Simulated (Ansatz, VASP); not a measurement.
BAs: VASP beside Ansatz

```
B As
1.0
     0.00000    2.38851    2.38851
     2.38851    0.00000    2.38851
     2.38851    2.38851    0.00000
B As
1 1
Direct
  0.00000 0.00000 0.00000
  0.75000 0.75000 0.75000
```

Alike in both runs: task single point; functional PBE; k mesh 10 × 10 × 10; no spin polarisation.

```csv
,VASP,Ansatz
version,VASP 6.6.1,Ansatz 0.2.0
potentials or method,"VASP PAW PBE potentials, release 64 (B, As), cutoff 520 eV","scalar-relativistic, plane waves, PAW"
occupations,"gaussian, width 0.01 eV",fixed
valence electrons in the cell,8,18
```

|  | VASP | Ansatz | Ansatz less VASP |
| --- | --- | --- | --- |
| gap on the k mesh at the Fermi level (eV) | 1.18 | 1.18 | +0.009 |
| least direct gap on the mesh (eV) | 3.28 | 3.28 | +0.005 |
| pressure (GPa) | 3.4 | 2.8 | -0.66 |

VASP's potentials hold 8 valence electrons a cell and Ansatz's 18, so a difference there can come from the potentials and not from the codes.
